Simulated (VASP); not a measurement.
Wanted: the native input for a VASP 6.6.1 run.

| Item | Value |
| --- | --- |
| Task | single point |
| Functional | PBE |
| Potentials or basis | VASP PAW PBE potentials, release 64 (Sn_d, O) |
| Cutoff | 520 eV |
| k mesh | 9 × 9 × 9 |
| Occupations | fermi-dirac, width 0.05 eV |
| Spin | no spin polarisation |
| Dipole correction | no |
| Further INCAR settings | ALGO = Normal; EDIFF = 1e-07; NBANDS = 20 |

The structure of SnO2 lies in POSCAR:

```
SnO2
1.0
    0.0000000000      2.5741500000      2.5741500000
    2.5741500000      0.0000000000      2.5741500000
    2.5741500000      2.5741500000      0.0000000000
Sn O
1 2
Direct
    0.0000000000      0.0000000000      0.0000000000
    0.7500000000      0.7500000000      0.7500000000
    0.2500000000      0.2500000000      0.2500000000
```

The input as run:

INCAR

```
PREC     = Accurate       # precision mode
ENCUT    = 520            # plane-wave cutoff, eV
EDIFF    = 1E-7           # SCF threshold, eV
ISMEAR   = -1             # smearing method
SIGMA    = 0.05           # smearing width, eV
LREAL    = False          # projectors in reciprocal space
LASPH    = True           # aspherical terms in the spheres
NELM     = 80             # most SCF steps
ALGO     = Normal         # electronic algorithm
ISIF     = 2              # what is computed and relaxed
LWAVE    = False          # write WAVECAR
LCHARG   = False          # write CHGCAR
GGA      = PE             # functional
NBANDS   = 20             # bands
```

KPOINTS

```
regular mesh
0
Gamma
  9 9 9
```

Potentials or basis: VASP PAW PBE potentials, release 64 (Sn_d, O).

Launch:

```console
$ cat potpaw_PBE.64/Sn_d/POTCAR potpaw_PBE.64/O/POTCAR > POTCAR
$ mpirun -np 1 vasp_std > vasp.out
```

It gave:

The pressure is 0.1 GPa and the band gap on the k mesh is zero (band 13 reaches 7.27 eV, above the bottom of band 14 at 7.16 eV).

Caveat: spin-orbit coupling is left out, which moves the levels of the heavy elements.

Run time: 12 s on 1 thread of Intel(R) Xeon(R) 6975P-C (Granite Rapids), with other jobs on the host, peak memory 0.16 GiB.
